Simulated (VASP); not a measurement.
# MgS (pbe) (R-3m) in VASP: a series of runs

The runs below take MgS (pbe) through single point, with PBE.

Program: VASP 6.6.1. These are calculated values, not measurements. Logs are shortened: lines on timing, memory, paths and dates and some standing lists are left out, and cuts for length are marked.

## (1) The cell of the first run

It takes space group R-3m (No. 166, trigonal). The conventional cell has a = 3.735 Å, b = 3.735 Å, c = 9.005 Å, α = 90.00°, β = 90.00°, γ = 120.00°. Mg (site symmetry -3m) has 6 S at 2.63 Å within 3.5 Å. S (site symmetry -3m) has 6 Mg at 2.63 Å within 3.5 Å.

## (2) Single point, PBE (strained cell)

INCAR

```
SYSTEM = MgS
PREC = Accurate
ENCUT = 600
EDIFF = 1E-6
ISMEAR = 0
SIGMA = 0.02
LREAL = .FALSE.
LASPH = .TRUE.
NELM = 120
ALGO = Normal
ISIF = 2
LWAVE = .FALSE.
LCHARG = .TRUE.
GGA = PE
LELF = .TRUE.
LVHAR = .TRUE.
NBANDS = 11
GGA_COMPAT = .FALSE.
```

KPOINTS

```
Automatic mesh
0
G
  6 6 6
  0 0 0
```

POSCAR

```
MgS
1.0
   -0.0278943209      2.6133491899      2.6133491899
    2.6133491899     -0.0278943209      2.6133491899
    2.6133491899      2.6133491899     -0.0278943209
Mg S
1 1
Direct
    0.0000000000      0.0000000000      0.0000000000
    0.5000000000      0.5000000000      0.5000000000
```

Potentials or basis: VASP PAW PBE potentials, release 64 (Mg, S).

The run is started by

```sh
$ cat potpaw_PBE.64/Mg/POTCAR potpaw_PBE.64/S/POTCAR > POTCAR
$ mpirun -np 1 vasp_std > vasp.out
```

OUTCAR:

```text
SYSTEM = MgS
   PREC = Accurate
   ENCUT = 600
   EDIFF = 1E-6
   ISMEAR = 0
   LREAL = .FALSE.
   LASPH = .TRUE.
   NELM = 120
   ISIF = 2
   GGA = PE

 ion  position               nearest neighbor table
   1  0.000  0.000  0.000-   2 2.63   2 2.63   2 2.63   2 2.63   2 2.63   2 2.63
   2  0.500  0.500  0.500-   1 2.63   1 2.63   1 2.63   1 2.63   1 2.63   1 2.63

  LATTYP: Found a trigonal (rhomboedric) cell.
 ALAT       =     3.6959391323
 COS(alpha) =     0.4892983447

  Lattice vectors:

 A1 = (  -0.0278943209,   2.6133491899,   2.6133491899)
 A2 = (   2.6133491899,  -0.0278943209,   2.6133491899)
 A3 = (   2.6133491899,   2.6133491899,  -0.0278943209)

Analysis of symmetry for initial positions (statically):
=====================================================================
 Subroutine PRICEL returns:
 Original cell was already a primitive cell.

 Routine SETGRP: Setting up the symmetry group for a
 trigonal (rhombohedral) supercell.

 Subroutine GETGRP returns: Found 12 space group operations
 (whereof 12 operations were pure point group operations)
 out of a pool of 12 trial point group operations.

The static configuration has the point symmetry D_3d.

Analysis of symmetry for dynamics (positions and initial velocities):
=====================================================================
 Subroutine PRICEL returns:
 Original cell was already a primitive cell.

 Routine SETGRP: Setting up the symmetry group for a
 trigonal (rhombohedral) supercell.

 Subroutine GETGRP returns: Found 12 space group operations
 (whereof 12 operations were pure point group operations)
 out of a pool of 12 trial point group operations.

The dynamic configuration has the point symmetry D_3d.

 Subroutine INISYM returns: Found 12 space group operations
 (whereof 12 operations are pure point group operations),
 and found     1 'primitive' translations

----------------------------------------------------------------------------------------

                                     Primitive cell

  volume of cell :      36.2677

  direct lattice vectors                    reciprocal lattice vectors
    -0.027894321  2.613349190  2.613349190    -0.188289052  0.190320492  0.190320492
     2.613349190 -0.027894321  2.613349190     0.190320492 -0.188289052  0.190320492
     2.613349190  2.613349190 -0.027894321     0.190320492  0.190320492 -0.188289052

  length of vectors
     3.695939132  3.695939132  3.695939132     0.328476097  0.328476097  0.328476097

  position of ions in fractional coordinates (direct lattice)
     0.000000000  0.000000000  0.000000000
[... 89 lines left out ...]
   NELECT =       8.0000    total number of electrons
   NUPDOWN=      -1.0000    fix difference up-down
   EMIN   =  10.00;   EMAX   =-10.00  energy-range for DOS
   EFERMI =   0.00;   METHOD = LEGACY
   ISMEAR =     0;   SIGMA  =   0.02  broadening in eV -4-tet -1-fermi 0-gaus
   EFERMI_NEDOS =   21; number of points for ismear=-14 and -15
   IALGO  =     38    algorithm
   IMIX   =      4    mixing-type and parameters
     AMIX     =   0.40;   BMIX     =  1.00
     AMIX_MAG =   1.60;   BMIX_MAG =  1.00
  volume/ion in A,a.u.               =      18.13       122.37
  Fermi-wavevector in a.u.,A,eV,Ry     =   0.989156  1.869233 13.312338  0.978429
  Thomas-Fermi vector in A             =   2.120734
   LORBIT       =      0    0 simple, 1 ext, 2 COOP (PROOUT), +10 PAW based schemes
   GGA     = PE    functional components
   LHFCALC =     F    Hartree Fock is set to
   AEXX    =    0.0000 exact exchange contribution
   IVDW    =     0    specifies the selected vdW correction
   LEPSILON=     F    determine dielectric tensor
   LRPA    =     F    only Hartree local field effects (RPA)
 non-spin polarized calculation
 Gauss-broadening in eV      SIGMA  =   0.02
  energy-cutoff  :      600.00
  volume of cell :       36.27
 maximum number of plane-waves:      1241
 NGX is ok and might be reduce to    30
   NGX = 15   NGY = 15   NGZ = 15

 number of electron       7.9999999 magnetization

 Free energy of the ion-electron system (eV)
  ---------------------------------------------------
  ext. energy  EPLUGINS =         0.00000000
  ---------------------------------------------------
  free energy    TOTEN  =        -8.49628937 eV

  energy without entropy =       -8.49628937  energy(sigma->0) =       -8.49628937

 E-fermi :   3.7176     XC(G=0):  -9.5673

 val. band max:        3.5624231276   @ k =   0.0000   0.0000   0.0000
 cond. band min:       6.1754490338   @ k =   0.5000   0.5000   0.0000
 fundamental gap:      2.6130259062
 Fermi energy:         3.7176028380

 k-point     1 :       0.0000    0.0000    0.0000
  band No.  band energies     occupation
      1      -9.0328      2.00000
      2       3.4249      2.00000
      3       3.4249      2.00000
      4       3.5624      2.00000
      5       6.9468      0.00000
      6      11.3525      0.00000
      7      11.3525      0.00000
      8      11.6232      0.00000
      9      13.7863      0.00000
     10      13.7863      0.00000
     11      15.9170      0.00000
[... 309 lines left out ...]
 k-point    24 :      -0.3333    0.5000    0.1667
  band No.  band energies     occupation
      1      -7.4206      2.00000
      2      -0.1404      2.00000
      3       0.9891      2.00000
      4       1.3394      2.00000
      5       7.7764      0.00000
      6       9.7158      0.00000
      7      12.4701      0.00000
      8      13.1605      0.00000
      9      16.9667      0.00000
     10      18.2616      0.00000
     11      18.6600      0.00000

 [... further k-points ...]

------------------------ aborting loop because EDIFF is reached ----------------------------------------

  FORCE on cell =-STRESS in cart. coord.  units (eV):
  Direction    XX          YY          ZZ          XY          YZ          ZX
  --------------------------------------------------------------------------------------
  -------------------------------------------------------------------------------------
  Total       -0.2851599     -0.2851599     -0.2851599      0.1261668      0.1261668      0.1261668
  in kB      -12.5973356    -12.5973356    -12.5973356      5.5735930      5.5735930      5.5735930
  external PRESSURE =     -12.5973356 kB  Pullay stress =       0.0000000 kB

 VOLUME and BASIS-vectors are now :
 -----------------------------------------------------------------------------
  energy-cutoff  :      600.00
  volume of cell :       36.27
      direct lattice vectors                 reciprocal lattice vectors
    -0.027894321  2.613349190  2.613349190    -0.188289052  0.190320492  0.190320492
     2.613349190 -0.027894321  2.613349190     0.190320492 -0.188289052  0.190320492
     2.613349190  2.613349190 -0.027894321     0.190320492  0.190320492 -0.188289052

 POSITION                                       TOTAL-FORCE (eV/Angst)
 -----------------------------------------------------------------------------------
      0.00000      0.00000      0.00000         0.000000     -0.000000      0.000000
      2.59940      2.59940      2.59940        -0.000000      0.000000     -0.000000
 -----------------------------------------------------------------------------------
    total drift:                               -0.000000     -0.000000      0.000000

  FREE ENERGIE OF THE ION-ELECTRON SYSTEM (eV)
  ---------------------------------------------------
  free  energy   TOTEN  =        -8.4962893745 eV

  energy  without entropy=       -8.4962893745  energy(sigma->0) =       -8.49628937
```

stdout:

```text
POSCAR found type information on POSCAR MgS
 POSCAR found :  2 types and       2 ions
 scaLAPACK will be used
 LDA part: xc-table for (Slater+PW92), standard interpolation
 POSCAR, INCAR and KPOINTS ok, starting setup
 FFT: planning ... GRIDC
 FFT: planning ... GRID_SOFT
 FFT: planning ... GRID
 WAVECAR not read
 entering main loop
```

Wall time 28 s (1 thread of Intel Xeon 8259CL, shared host); peak memory 0.17 GiB.

What came out:

- Free energy: -8.4963 eV
- Pressure: -1.3 GPa
- Band gap on the k mesh: 2.61 eV, indirect (least direct gap 3.38 eV)

Levels at points of the mesh, in eV from the valence-band top:
```csv
k point,band 1,band 2,band 3,band 4,band 5,band 6,band 7,band 8,band 9
"(0.00, 0.00, 0.00)",-12.60,-0.14,-0.14,0.00,3.38,7.79,7.79,8.06,10.22
"(0.50, 0.00, 0.00)",-11.38,-4.79,-0.66,-0.59,4.44,6.75,6.89,9.70,11.89
"(0.50, 0.50, 0.00)",-11.01,-4.13,-1.77,-1.64,2.61,4.39,11.60,12.64,12.95
"(0.50, 0.50, 0.50)",-11.32,-4.72,-0.72,-0.72,4.30,6.66,6.66,9.67,11.93
```

Caveat: the cell differs from its parent crystal (strained cell).

## (3) Single point, PBE (strained cell)

INCAR

```
PREC = Accurate
ENCUT = 600
EDIFF = 1E-6
ISMEAR = 0
SIGMA = 0.02
LREAL = False
LASPH = True
NELM = 120
ALGO = Normal
ISIF = 2
LWAVE = False
LCHARG = True
GGA = PE
LELF = True
LVHAR = True
NBANDS = 11
GGA_COMPAT = False
```

KPOINTS

```
regular mesh
0
Gamma
  6 6 6
```

POSCAR

```
MgS
1.0
   -0.0264931859      2.6147503249      2.6147503249
    2.6147503249     -0.0264931859      2.6147503249
    2.6147503249      2.6147503249     -0.0264931859
Mg S
1 1
Direct
    0.0000000000      0.0000000000      0.0000000000
    0.5000000000      0.5000000000      0.5000000000
```

Potentials or basis: VASP PAW PBE potentials, release 64 (Mg, S).

The run is started by

```sh
$ cat potpaw_PBE.64/Mg/POTCAR potpaw_PBE.64/S/POTCAR > POTCAR
$ mpirun -np 1 vasp_std > vasp.out
```

Wall time 32 s (1 thread of Intel Xeon 8259CL, shared host); peak memory 0.17 GiB.

Results (log left out):

| Property | Result |
| --- | --- |
| Free energy | -8.4963 eV |
| Pressure | -1.3 GPa |
| Band gap on the k mesh | 2.62 eV, indirect (least direct gap 3.38 eV) |

Stress tensor (GPa, compression positive):
```
-1.32  0.53  0.53
 0.53 -1.32  0.53
 0.53  0.53 -1.32
```

Levels at points of the mesh, in eV from the valence-band top:
| k point | band 2 | band 3 | band 4 | band 5 | band 6 | band 7 |
| --- | --- | --- | --- | --- | --- | --- |
| (0.00, 0.00, 0.00) | -0.13 | -0.13 | 0.00 | 3.38 | 7.80 | 7.80 |
| (0.50, 0.00, 0.00) | -4.78 | -0.66 | -0.58 | 4.45 | 6.76 | 6.89 |
| (0.50, 0.50, 0.00) | -4.13 | -1.76 | -1.64 | 2.62 | 4.40 | 11.60 |
| (0.50, 0.50, 0.50) | -4.71 | -0.71 | -0.71 | 4.31 | 6.67 | 6.67 |

Caveat: the cell differs from its parent crystal (strained cell). A k mesh can miss the band edges.

(Part 1 of 2 ends here.)
